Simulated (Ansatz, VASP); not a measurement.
## Two plane-wave programs on GaN

POSCAR

```
GaN
1.0
    5.2303800000      0.0000000000      0.0000000000
   -2.6151900000      4.5296400000      0.0000000000
    0.0000000000      0.0000000000      3.3901000000
Ga N
1 1
Direct
    0.0000000000      0.0000000000      0.5000000000
    0.0000000000      0.0000000000      0.0000000000
```

Contents of INCAR.step1:

```
ALGO = Normal
EDIFF = 1E-5
ENCUT = 520
GGA = PE
ISIF = 2
ISMEAR = -1
LASPH = True
LCHARG = False
LREAL = False
LWAVE = True
NBANDS = 16
NELM = 100
PREC = Accurate
SIGMA = 0.05
```

INCAR.step2

```
AEXX = 1.0
AGGAC = 0.0
ALDAC = 0.0
ALGO = Normal
EDIFF = 1E-7
ENCUT = 520
GGA = PE
ISIF = 2
ISMEAR = -1
ISTART = 1
LASPH = True
LCHARG = False
LHFCALC = True
LREAL = False
LWAVE = False
NBANDS = 16
NELM = 100
PREC = Accurate
PRECFOCK = Normal
SIGMA = 0.05
```

Contents of KPOINTS:

```
k-points
0
Gamma
  3 3 4
```

File input:

```
crystal:
  lattice:
    - [5.23038, 0.0, 0.0]
    - [-2.61519, 4.52964, 0.0]
    - [0.0, 0.0, 3.3901]
  atoms:
    - { symbol: Ga, position: [0.0, 0.0, 0.5] }
    - { symbol: "N", position: [0.0, 0.0, 0.0] }
hamiltonian:
  xc: hf
  pseudopotentials: { kind: paw }
kpoints:
  mp_grid: { grid: [3, 3, 4] }
  band_path:
    path:
      - [[0.0, 0.0, 0.0], [0.5, 0.0, 0.0], [0.3333333333, 0.3333333333, 0.0], [0.0, 0.0, 0.0], [0.0, 0.0, 0.5], [0.5, 0.0, 0.5], [0.3333333333, 0.3333333333, 0.5], [0.0, 0.0, 0.5]]
      - [[0.5, 0.0, 0.5], [0.5, 0.0, 0.0]]
      - [[0.3333333333, 0.3333333333, 0.0], [0.3333333333, 0.3333333333, 0.5]]
    npoints: 4
scf:
  occupations: { method: fermi_dirac, width: 0.05 }
  n_extra_bands: 6
output:
  forces: true
  stress: true
  eigenvalues: true
  fatbands: false
  write_density: true
  write_potential: true
  elf: true
  volumetric_format: npy
```

Alike in both runs: functional HF; k mesh 3 × 3 × 4; occupations fermi-dirac, width 0.05 eV; no spin polarisation.

|  | VASP | Ansatz |
| --- | --- | --- |
| version | VASP 6.6.1 | Ansatz 0.2.0 |
| potentials or method | VASP PAW PBE potentials, release 64 (Ga_d, N) | Ansatz PAW |
| plane-wave cutoff (eV) | 520 | 420 |
| valence electrons in the cell | 18 | 18 |
| task | single point | band structure |

|  | VASP | Ansatz | Ansatz less VASP |
| --- | --- | --- | --- |
| gap on the k mesh at the Fermi level (eV) | 8.62 | 8.54 | -0.082 |
| least direct gap on the mesh (eV) | 10.65 | 10.57 | -0.072 |
| pressure (GPa) | -0.8 | -0.7 | +0.05 |
| traceless stress, the component that is largest in VASP (GPa) | -1.53 | -1.94 | -0.415 |

VASP's potentials were made for PBE, not for HF.

The k mesh is coarse, so the values compare programs but aren't converged.
